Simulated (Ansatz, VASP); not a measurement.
## ScSi5 in VASP and in Ansatz

```
Sc Si
1.0
     7.01460    0.00000    0.00000
     0.00000    7.01460    0.00000
     0.00000    0.00000    4.35779
Sc Si
2 10
Direct
  0.50000 0.00000 0.11848
  0.00000 0.50000 0.88152
  0.00032 0.75092 0.37961
  0.99968 0.24908 0.37961
  0.74908 0.50032 0.37961
  0.25092 0.49968 0.37961
  0.49968 0.25092 0.62039
  0.50032 0.74908 0.62039
  0.75092 0.00032 0.62039
  0.24908 0.99968 0.62039
  0.00000 0.00000 0.00000
  0.50000 0.50000 0.00000
```

Alike in both runs: functional PBE; k mesh 4 × 4 × 4; occupations gaussian, width 0.1 eV; no spin polarisation.

Ansatz relaxed the structure, and its values are those at the end. VASP's run is a single point on that final structure, the one shown.

|  | VASP | Ansatz |
| --- | --- | --- |
| version | VASP 6.6.1 | Ansatz 0.2.0 |
| potentials or method | VASP PAW PBE potentials, release 64 (Sc_sv, Si), cutoff 520 eV | scalar-relativistic, plane waves, PAW |
| valence electrons in the cell | 62 | 62 |

```csv
,VASP,Ansatz,Ansatz less VASP
gap on the k mesh at the Fermi level (eV),none,none,-
pressure (GPa),0.1,0.1,0.00
rms of the force components (eV/Å),0.002,0.005,+0.0023
```

A gap of «none» marks a metal or a gap that the smearing closes. The functional is the same, so the differences come from potentials, cutoffs and numerics.

The k mesh is coarse, so the values compare programs but aren't converged.
